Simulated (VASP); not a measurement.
# O: single point with LDA

Crystal: O.

```
O
1.0
     2.82289   -1.64579    0.00000
     2.82289    1.64579    0.00000
    -2.37055    0.00000    3.72110
O
2
Cartesian
  -0.2251 0.0000 0.5789
  3.5003 0.0000 3.1422
```

```
Program                : VASP 6.6.1
Task                   : single point
Functional             : LDA
Potentials or basis    : VASP PAW LDA potentials, release 64 (O)
Cutoff                 : 600 eV
k mesh                 : 7 × 7 × 5
Occupations            : fermi-dirac, width 0.05 eV
Spin                   : no spin polarisation
Dipole correction      : no
Further INCAR settings : ALGO = Normal; EDIFF = 1e-06; NBANDS = 13
```

* Pressure: -6.9 GPa
* Largest force: 1.458 eV/Å
* Band gap on the k mesh: zero (bands 6 and 7 overlap by 0.30 eV)

Forces in eV/Å, atoms in the order of the input:
```
O    0.740  0.000 -1.257
O   -0.740  0.000  1.257
```

Stress tensor (GPa, compression positive):
```
 -3.83   0.00   4.02
  0.00  -5.87   0.00
  4.02   0.00 -11.00
```

Levels at points of the mesh, in eV from the Fermi level:
```
           k point  band 4  band 5  band 6  band 7  band 8  band 9
(0.00, 0.00, 0.00)   -5.91   -5.87   -0.07    0.22    6.55    9.76
```

Run time: 34 s on 1 thread of AMD EPYC 7R43 64-Core Processor (Zen 3), with other jobs on the host, peak memory 0.12 GiB.

Caveat: the standard files for N, O and F lose accuracy on very short bonds; spin is off for a triplet molecule; the stress differs along the axes, from -11 to -4 GPa; forces of over 1 eV/Å act on the atoms, so gaps and moduli don't describe the material at rest.
